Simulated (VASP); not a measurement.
Here is a VASP 6.6.1 calculation.

The input INCAR:

```
SYSTEM = LiCuAuO2
PREC     = Accurate       ! precision mode
ENCUT    = 520            ! plane-wave cutoff, eV
EDIFF    = 1E-7           ! SCF threshold, eV
ISMEAR   = 0              ! smearing method
SIGMA    = 0.15           ! smearing width, eV
LREAL    = .FALSE.        ! projectors in reciprocal space
LASPH    = .TRUE.         ! aspherical terms in the spheres
NELM     = 100            ! most SCF steps
ALGO     = Normal         ! electronic algorithm
ISIF     = 2              ! what is computed and relaxed
LWAVE    = .FALSE.        ! write WAVECAR
LCHARG   = .TRUE.         ! write CHGCAR
GGA      = PS             ! functional
LELF     = .TRUE.         ! ELF
LVHAR    = .TRUE.       
NBANDS   = 26             ! bands
```

Contents of KPOINTS:

```
Automatic mesh
0
G
  18 18 18
  0 0 0
```

Contents of POSCAR:

```
LiCuAuO2
1.0
    1.7089243058      0.9866479080      5.6422067907
   -1.7089243058      0.9866479080      5.6422067907
    0.0000000000     -1.9732958159      5.6422067907
Li Cu Au O
1 1 1 2
Direct
    0.7607275678      0.7607275678      0.7607275678
    0.5223285292      0.5223285292      0.5223285292
    0.9895934069      0.9895934069      0.9895934069
    0.8811144267      0.8811144267      0.8811144267
    0.0962360693      0.0962360693      0.0962360693
```

Potentials or basis: VASP PAW PBE potentials, release 64 (Li_sv, Cu, Au, O).

The run is started by

```bash
$ cat potpaw_PBE.64/Li_sv/POTCAR potpaw_PBE.64/Cu/POTCAR potpaw_PBE.64/Au/POTCAR potpaw_PBE.64/O/POTCAR > POTCAR
$ mpirun -np 1 vasp_std > vasp.out
```

Question: What does it give for the band gap on the k mesh?

Answer: Zero (an odd number of electrons rules out a gap without spin polarisation).

Question: Estimate the largest force.

Answer: 4.821 eV/Å.

Forces on the atoms (eV/Å):
```
Li   0.000  0.000  0.204
Cu   0.000  0.000 -0.053
Au   0.000  0.000 -0.999
O    0.000  0.000 -3.973
O    0.000  0.000  4.821
```

Caveat: the PAW data sets were made with another functional, which shifts forces and pressure a little; spin-orbit coupling is left out, which moves the levels of the heavy elements; an odd number of electrons without spin polarisation forces a metal; a magnetic or distorted state may lie lower.
